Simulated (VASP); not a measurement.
Runs of VASP 6.6.1 on Sc3Al. The structure is that of space group Pm-3m (No. 221), or close to it. The cells are those of the table. 

```tsv
cell	gap on the mesh (eV)	pressure (GPa)
a = 4.290 Å, 4 atoms	none	7.5
a = 4.427 Å, 4 atoms	none	0.2
a = 4.242 Å, 4 atoms	none	(b)
a = 4.382 Å, 4 atoms	none	(a)
a = 4.337 Å, 4 atoms	none	4.7
```

Alike in all rows: task single point; level r2SCAN; potentials or basis VASP PAW PBE potentials, release 64 (Sc_sv, Al); no spin polarisation; k mesh 10 × 10 × 10; cutoff (eV) 520; smearing gaussian 0.1 eV.

Task: Estimate the missing entries.

Result: (a) 2.3; (b) 10.8.

Caveats: the PAW data sets were made with another functional, which shifts forces and pressure a little; the cell stands under pressure (at least some runs).

A gap of «none» marks levels without a gap at the run's occupations.
